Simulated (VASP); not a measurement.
# Be5Te2 in VASP: a series of runs

Be5Te2 is run at these levels: PBE; tasks: single point.

Everything below comes from runs of VASP 6.6.1. Logs are shortened: lines on timing, memory, paths and dates and some standing lists are left out, and cuts for length are marked.

**1. The cell of the first run**

The typed cell holds 7 atoms: a = 4.316 Å, b = 3.986 Å, c = 8.361 Å, α = 76.23°, β = 82.59°, γ = 62.48°.

**2. Single point, PBE**

Input file INCAR:

```
SYSTEM = Be5Te2
  PREC = Accurate
  ENCUT = 520
  EDIFF = 1E-6
  ISMEAR = 0
  SIGMA = 0.2
  LREAL = .False.
  LASPH = .True.
  NELM = 60
  ALGO = Fast
  ISIF = 2
  LWAVE = .False.
  LCHARG = .False.
  GGA = PE
  NBANDS = 20
```

Input file KPOINTS:

```
regular mesh
0
Gamma
  6 6 6
  0 0 0
```

Input file POSCAR:

```
Be5Te2
1.0
   -1.9930106971      3.8193032296     -0.2628763082
   -3.9861565200      0.0011922200     -0.0006907523
   -1.9908877356      0.7367376661      8.0872937888
Be Te
5 2
Direct
    0.4998781279      0.9990464098      0.5000922521
   -0.0190115354      0.4892181164      0.4531462666
    0.0186345885      0.9238707403      0.5466175124
    0.4296928570      0.6176041228      0.3725819535
    0.5697343121      0.4202358452      0.6276096055
    0.3071130661      0.2709583265      0.2011002289
    0.6939585836      0.7790664390      0.7988521809
```

Potentials or basis: VASP PAW PBE potentials, release 64 (Be, Te).

The run is started by

```sh
$ cat potpaw_PBE.64/Be/POTCAR potpaw_PBE.64/Te/POTCAR > POTCAR
$ mpirun -np 1 vasp_std > vasp.out
```

OUTCAR:

```text
SYSTEM = Be5Te2
   PREC = Accurate
   ENCUT = 520
   EDIFF = 1E-6
   ISMEAR = 0
   LREAL = .False.
   LASPH = .True.
   NELM = 60
   ISIF = 2
   GGA = PE

 ion  position               nearest neighbor table
   1  0.500  0.999  0.500-   3 2.19   2 2.19   5 2.20   4 2.20   2 2.21   3 2.21   5 2.33   4 2.33
                             7 2.56   6 2.56
   2  0.981  0.489  0.453-   3 2.14   3 2.14   1 2.19   1 2.21   4 2.21   5 2.22   4 2.35   6 2.48

   3  0.019  0.924  0.547-   2 2.14   2 2.14   1 2.19   1 2.21   5 2.21   4 2.22   5 2.35   7 2.48

   4  0.430  0.618  0.373-   5 2.15   1 2.20   2 2.21   3 2.22   1 2.33   2 2.35   6 2.46   6 2.50

   5  0.570  0.420  0.628-   4 2.15   1 2.20   3 2.21   2 2.22   1 2.33   3 2.35   7 2.46   7 2.50

   6  0.307  0.271  0.201-   4 2.46   2 2.48   4 2.50   1 2.56
   7  0.694  0.779  0.799-   5 2.46   3 2.48   5 2.50   1 2.56

  LATTYP: Found a triclinic cell.
 ALAT       =     4.3150136986
 B/A-ratio  =     0.9237877413
 C/A-ratio  =     2.0983071044
 COS(alpha) =     0.0002486986
 COS(beta)  =     0.3927346205
 COS(gamma) =     0.4616342960

  Lattice vectors:

 A1 = (  -1.9931458229,  -3.8181110096,   0.2621855559)
 A2 = (  -3.9861565200,   0.0011922200,  -0.0006907523)
 A3 = (  -0.0022580873,  -4.5548486757,  -7.8251082329)

Analysis of symmetry for initial positions (statically):
=====================================================================
 Subroutine PRICEL returns:
 Original cell was already a primitive cell.

 Routine SETGRP: Setting up the symmetry group for a
 triclinic supercell.

 Subroutine GETGRP returns: Found  1 space group operations
 (whereof  1 operations were pure point group operations)
 out of a pool of  2 trial point group operations.

The static configuration has the point symmetry C_1 .

Analysis of symmetry for dynamics (positions and initial velocities):
=====================================================================
 Subroutine PRICEL returns:
 Original cell was already a primitive cell.

 Routine SETGRP: Setting up the symmetry group for a
 triclinic supercell.

 Subroutine GETGRP returns: Found  1 space group operations
 (whereof  1 operations were pure point group operations)
 out of a pool of  2 trial point group operations.

The dynamic configuration has the point symmetry C_1 .

 Subroutine INISYM returns: Found  1 space group operations
 (whereof  1 operations are pure point group operations),
 and found     1 'primitive' translations

----------------------------------------------------------------------------------------

                                     Primitive cell

  volume of cell :     123.8801

  direct lattice vectors                    reciprocal lattice vectors
    -1.993010697  3.819303230 -0.262876308     0.000081940  0.260240267 -0.023687241
    -3.986156520  0.001192220 -0.000690752    -0.250899818 -0.134334880 -0.049527545
    -1.990887736  0.736737666  8.087293789    -0.000018766  0.008447598  0.122876577

  length of vectors
     4.316048280  3.986156758  8.361264090     0.261316071  0.288876368  0.123166616

  position of ions in fractional coordinates (direct lattice)
     0.499878128  0.999046410  0.500092252
     0.980988465  0.489218116  0.453146267
     0.018634588  0.923870740  0.546617512
     0.429692857  0.617604123  0.372581954
     0.569734312  0.420235845  0.627609605
     0.307113066  0.270958327  0.201100229
     0.693958584  0.779066439  0.798852181

  ion indices of the primitive-cell ions
   primitive index   ion index
                 1           1
                 2           2
                 3           3
                 4           4
                 5           5
                 6           6
                 7           7

----------------------------------------------------------------------------------------

 KPOINTS: regular mesh

Automatic generation of k-mesh.
 Grid dimensions read from file:
 generate k-points for:    6    6    6

 Generating k-lattice:

  Cartesian coordinates                     Fractional coordinates (reciprocal lattice)
     0.000013657  0.043373378 -0.003947873     0.166666667  0.000000000  0.000000000
    -0.041816636 -0.022389147 -0.008254591    -0.000000000  0.166666667  0.000000000
    -0.000003128  0.001407933  0.020479429     0.000000000 -0.000000000  0.166666667

  Length of vectors
     0.043552678  0.048146061  0.020527769

  Shift w.r.t. Gamma in fractional coordinates (k-lattice)
     0.000000000  0.000000000  0.000000000

 Subroutine IBZKPT returns following result:
 ===========================================

 Found    112 irreducible k-points:

 Following reciprocal coordinates:
            Coordinates               Weight
  0.000000  0.000000  0.000000      1.000000
  0.166667 -0.000000  0.000000      2.000000
  0.333333 -0.000000  0.000000      2.000000
  0.500000  0.000000  0.000000      1.000000
 -0.000000  0.166667  0.000000      2.000000
  0.166667  0.166667  0.000000      2.000000
[... 16 lines left out ...]
  0.333333 -0.000000  0.166667      2.000000
  0.500000  0.000000  0.166667      2.000000
 [... further k-points ...]
   k-points           NKPTS =    112   k-points in BZ     NKDIM =    112   number of bands    NBANDS=     20
   number of dos      NEDOS =    301   number of ions     NIONS =      7
   total plane-waves  NPLWV =  61440
   dimension x,y,z NGX =    32 NGY =   30 NGZ =   64
   dimension x,y,z NGXF=    64 NGYF=   60 NGZF=  128
   ions per type =               5   2
   NGX,Y,Z   is equivalent  to a cutoff of  12.33, 12.51, 12.73 a.u.
   NGXF,Y,Z  is equivalent  to a cutoff of  24.65, 25.02, 25.45 a.u.
 SYSTEM =  Be5Te2
   PREC   = accura    normal or accurate (medium, high low for compatibility)
   ISTART =      0    job   : 0-new  1-cont  2-samecut
   ICHARG =      2    charge: 1-file 2-atom 10-const
   ISPIN  =      1    spin polarized calculation?
   LNONCOLLINEAR =      F non collinear calculations
   LSORBIT =      F    spin-orbit coupling
   LASPH  =      T    aspherical Exc in radial PAW
   ENCUT  =  520.0 eV  38.22 Ry    6.18 a.u.   8.02  7.41 15.55*2*pi/ulx,y,z
   NELM   =     60;   NELMIN=  2; NELMDL= -5     # of ELM steps
   EDIFF  = 0.1E-05   stopping-criterion for ELM
   LREAL  =      F    real-space projection
   EDIFFG = 0.1E-04   stopping-criterion for IOM
   NSW    =      0    number of steps for IOM
   IBRION =     -1    ionic relax: 0-MD 1-quasi-New 2-CG
   NFREE  =      0    steps in history (QN), initial steepest desc. (CG)
   ISIF   =      2    stress and relaxation
   ISYM   =      2    0-nonsym 1-usesym 2-fastsym
   POTIM  = 0.5000    time-step for ionic-motion
   TEBEG  =    0.0;   TEEND  =   0.0 temperature during run
   PSTRESS=    0.0 pullay stress
   NELECT =      22.0000    total number of electrons
   NUPDOWN=      -1.0000    fix difference up-down
   EMIN   =  10.00;   EMAX   =-10.00  energy-range for DOS
   EFERMI =   0.00;   METHOD = LEGACY
   ISMEAR =     0;   SIGMA  =   0.20  broadening in eV -4-tet -1-fermi 0-gaus
   EFERMI_NEDOS =   21; number of points for ismear=-14 and -15
   IALGO  =     68    algorithm
   IMIX   =      4    mixing-type and parameters
     AMIX     =   0.40;   BMIX     =  1.00
     AMIX_MAG =   1.60;   BMIX_MAG =  1.00
  volume/ion in A,a.u.               =      17.70       119.43
  Fermi-wavevector in a.u.,A,eV,Ry     =   0.920199  1.738924 11.520959  0.846767
  Thomas-Fermi vector in A             =   2.045478
   LORBIT       =      0    0 simple, 1 ext, 2 COOP (PROOUT), +10 PAW based schemes
   GGA     = PE    functional components
   LHFCALC =     F    Hartree Fock is set to
   AEXX    =    0.0000 exact exchange contribution
   IVDW    =     0    specifies the selected vdW correction
   LEPSILON=     F    determine dielectric tensor
   LRPA    =     F    only Hartree local field effects (RPA)
 non-spin polarized calculation
 RMM-DIIS sequential band-by-band and
 Gauss-broadening in eV      SIGMA  =   0.20
  energy-cutoff  :      520.00
  volume of cell :      123.88
 maximum number of plane-waves:      3366
   NGX = 17   NGY = 15   NGZ = 31

 number of electron      21.9999999 magnetization

 Free energy of the ion-electron system (eV)
  ---------------------------------------------------
  ext. energy  EPLUGINS =         0.00000000
  ---------------------------------------------------
  free energy    TOTEN  =       -24.01645866 eV

  energy without entropy =      -23.99261987  energy(sigma->0) =      -24.00453927

 E-fermi :   4.6173     XC(G=0):  -8.9889

 val. band max:        4.5799349198   @ k =   0.5000   0.1667   0.0000
 cond. band min:       4.6410849897   @ k =   0.1667   0.1667   0.1667
 fundamental gap:      0.0611500699
 Fermi energy:         4.6172850074

 k-point     1 :       0.0000    0.0000    0.0000
  band No.  band energies     occupation
      1      -7.5876      2.00000
      2      -7.0325      2.00000
      3      -3.0517      2.00000
      4       0.9388      2.00000
      5       1.5125      2.00000
      6       2.2697      2.00000
[... 12 lines left out ...]
     19       9.9381      0.00000
     20      10.2615      0.00000

 k-point     2 :       0.1667   -0.0000    0.0000
  band No.  band energies     occupation
      1      -7.4536      2.00000
      2      -6.9422      2.00000
      3      -2.8917      2.00000
      4       0.5800      2.00000
      5       1.1694      2.00000
      6       1.4012      2.00000
[... 12 lines left out ...]
     19       9.9824      0.00000
     20      10.4386      0.00000

 k-point     3 :       0.3333   -0.0000    0.0000
  band No.  band energies     occupation
      1      -7.1290      2.00000
      2      -6.7678      2.00000
      3      -2.4640      2.00000
      4      -0.7714      2.00000
      5       0.6498      2.00000
      6       0.7914      2.00000
[... 12 lines left out ...]
     19      10.8526      0.00000
     20      11.2574      0.00000

 k-point     4 :       0.5000    0.0000    0.0000
  band No.  band energies     occupation
      1      -6.9010      2.00000
      2      -6.7146      2.00000
      3      -2.0398      2.00000
      4      -1.5291      2.00000
      5       0.2524      2.00000
      6       0.4466      2.00000
[... 12 lines left out ...]
     19      11.6055      0.00000
     20      12.1762      0.00000

 k-point     5 :      -0.0000    0.1667    0.0000
  band No.  band energies     occupation
      1      -7.3985      2.00000
      2      -6.8967      2.00000
      3      -2.8327      2.00000
      4       0.5250      2.00000
      5       0.9100      2.00000
      6       1.5740      2.00000
[... 12 lines left out ...]
     19      10.0212      0.00000
     20      10.4293      0.00000
[... 353 lines left out ...]
      6       2.2168      2.00000
[... 12 lines left out ...]
     19      10.1779      0.00000
     20      10.2554      0.00000

 k-point    22 :       0.1667    0.0000    0.1667
  band No.  band energies     occupation
      1      -7.4265      2.00000
      2      -6.9821      2.00000
      3      -2.8188      2.00000
      4       0.3899      2.00000
      5       1.0474      2.00000
      6       1.4483      2.00000
[... 12 lines left out ...]
     19      10.2323      0.00000
     20      10.4124      0.00000

 k-point    23 :       0.3333   -0.0000    0.1667
  band No.  band energies     occupation
      1      -7.1099      2.00000
      2      -6.7922      2.00000
      3      -2.4422      2.00000
      4      -0.7962      2.00000
      5       0.5725      2.00000
      6       0.9317      2.00000
[... 12 lines left out ...]
     19      11.0268      0.00000
     20      11.4259      0.00000

 k-point    24 :       0.5000    0.0000    0.1667
  band No.  band energies     occupation
      1      -6.8888      2.00000
      2      -6.7274      2.00000
      3      -2.0531      2.00000
      4      -1.5733      2.00000
      5       0.2837      2.00000
      6       0.6547      2.00000
[... 12 lines left out ...]
     19      11.6586      0.00000
     20      12.1391      0.00000

 [... further k-points ...]

------------------------ aborting loop because EDIFF is reached ----------------------------------------

  FORCE on cell =-STRESS in cart. coord.  units (eV):
  Direction    XX          YY          ZZ          XY          YZ          ZX
  --------------------------------------------------------------------------------------
  -------------------------------------------------------------------------------------
  Total        0.0573827      0.0593124      0.1801343      0.0026710     -0.1286759     -0.0058014
  in kB        0.7421475      0.7671043      2.3297288      0.0345450     -1.6642024     -0.0750309
  external PRESSURE =       1.2796602 kB  Pullay stress =       0.0000000 kB

 VOLUME and BASIS-vectors are now :
 -----------------------------------------------------------------------------
  energy-cutoff  :      520.00
  volume of cell :      123.88
      direct lattice vectors                 reciprocal lattice vectors
    -1.993010697  3.819303230 -0.262876308     0.000081940  0.260240267 -0.023687241
    -3.986156520  0.001192220 -0.000690752    -0.250899818 -0.134334880 -0.049527545
    -1.990887736  0.736737666  8.087293789    -0.000018766  0.008447598  0.122876577

 POSITION                                       TOTAL-FORCE (eV/Angst)
 -----------------------------------------------------------------------------------
     -5.97425      2.27881      3.91230        -0.007103     -0.002944     -0.000927
     -4.80738      4.08113      3.40651        -0.017088     -0.014770      0.010195
     -4.80809      0.47499      4.41512        -0.011194      0.018830     -0.007953
     -4.06002      1.91636      2.89980         0.013573      0.002537      0.026823
     -4.06011      2.63887      4.92560         0.010977      0.001013     -0.029265
     -2.09253      1.32144      1.54544         0.006161     -0.005412     -0.040765
     -6.07897      3.23991      6.27759         0.004674      0.000746      0.041892
 -----------------------------------------------------------------------------------
    total drift:                                0.000047     -0.000079     -0.000097

  FREE ENERGIE OF THE ION-ELECTRON SYSTEM (eV)
  ---------------------------------------------------
  free  energy   TOTEN  =       -24.0164586602 eV

  energy  without entropy=      -23.9926198707  energy(sigma->0) =      -24.00453927
```

Wall time 3.6 min (1 thread of Intel Xeon Platinum 8488C (Sapphire Rapids), shared host); peak memory 0.4 GiB.

Results:

* Free energy: -24.0165 eV
* Pressure: 0.1 GPa
* Largest force: 0.042 eV/Å
* Band gap on the k mesh: zero (band 11 reaches 4.86 eV, above the bottom of band 12 at 4.36 eV)

Forces on the atoms (eV/Å):
```
Be  -0.007 -0.003 -0.001
Be  -0.017 -0.015  0.010
Be  -0.011  0.019 -0.008
Be   0.014  0.003  0.027
Be   0.011  0.001 -0.029
Te   0.006 -0.005 -0.041
Te   0.005  0.001  0.042
```

Stress tensor (GPa, compression positive):
```
 0.07  0.00 -0.01
 0.00  0.08 -0.17
-0.01 -0.17  0.23
```

Caveat: spin-orbit coupling is left out, which moves the levels of the heavy elements.

(Continued in part 2 of 2.)
